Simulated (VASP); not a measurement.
Here is a VASP 6.6.1 calculation.

POSCAR

```
Sn
1.0
   -2.8519362416      2.8519362416      1.5993019889
    2.8519362416     -2.8519362416      1.5993019889
    2.8519362416      2.8519362416     -1.5993019889
Sn
2
Direct
    0.7500000000      0.2500000000      0.5000000000
    0.0000000000      0.0000000000      0.0000000000
```

INCAR.step1

```
ALGO = Normal ; EDIFF = 1E-4
ENCUT = 520 ; GGA = PE
ISMEAR = 0 ; LASPH = True
LCHARG = False ; LREAL = False
LWAVE = True ; NBANDS = 21
NELM = 60 ; PREC = Accurate
SIGMA = 0.15
```

Contents of INCAR.step2:

```
ALGO = Normal ; EDIFF = 1E-6
ENCUT = 520 ; ISIF = 2
ISMEAR = 0 ; ISTART = 1
LASPH = True ; LCHARG = False
LMIXTAU = True ; LREAL = False
LWAVE = False ; METAGGA = R2SCAN
NBANDS = 21 ; NELM = 60
PREC = Accurate ; SIGMA = 0.15
```

Contents of KPOINTS:

```
k-points
0
Gamma
  16 16 16
```

Potentials or basis: VASP PAW PBE potentials, release 64 (Sn_d).

The run is started by

```sh
$ cat potpaw_PBE.64/Sn_d/POTCAR > POTCAR
$ cp INCAR.step1 INCAR
$ mpirun -np 1 vasp_std > vasp.out
$ cp INCAR.step2 INCAR
$ mpirun -np 1 vasp_std > vasp.out
```

What does it give for the band gap on the k mesh?

Zero (bands 14 and 15 overlap by 5.13 eV).

Estimate the pressure.

3.8 GPa.

Stress tensor (GPa, compression positive):
```
4.69 0.00 0.00
0.00 4.69 0.00
0.00 0.00 1.99
```

Caveat: the cell differs from its parent crystal (strain -0.030 along x and y, +0.000 along z); the cell stands under pressure; the PAW data sets were made with another functional, which shifts forces and pressure a little; spin-orbit coupling is left out, which moves the levels of the heavy elements.
